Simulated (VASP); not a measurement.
CdO, 2 atoms in the cell. The structure is cubic, space group Fm-3m (No. 225). Conventional cell: a = 4.773 Å, b = 4.773 Å, c = 4.773 Å, α = 90.00°, β = 90.00°, γ = 90.00°. Within 3.2 Å of Cd (site symmetry m-3m) lie 6 O at 2.39 Å. O (site symmetry m-3m) has 6 Cd at 2.39 Å within 3.2 Å. 

| Item | Value |
| --- | --- |
| Program | VASP 6.6.1 |
| Task | electric field gradients |
| Functional | PBE |
| Potentials or basis | VASP PAW PBE potentials, release 64 (Cd_sv_GW, O) |
| Cutoff | 520 eV |
| k mesh | 11 × 11 × 11 |
| Occupations | fermi-dirac, width 0.02 eV |
| Spin | no spin polarisation |
| Dipole correction | no |
| Further INCAR settings | ALGO = Normal; EDIFF = 1e-08; NBANDS = 20 |

Potentials or basis: VASP PAW PBE potentials, release 64 (Cd_sv_GW, O).

Run with:

```console
$ cat potpaw_PBE.64/Cd_sv_GW/POTCAR potpaw_PBE.64/O/POTCAR > POTCAR
$ mpirun -np 1 vasp_std > vasp.out
```

Hardware: 1 thread of Intel(R) Xeon(R) Platinum 8259CL CPU @ 2.50GHz (Skylake/Cascade Lake), with other jobs on the host.

**Question.** Estimate the wall time of this run.

**Answer.** Run time: 45 s on 1 thread of Intel(R) Xeon(R) Platinum 8259CL CPU @ 2.50GHz (Skylake/Cascade Lake), on a shared host, peak memory 0.19 GiB. Counts: scf iterations 16, k points 56.
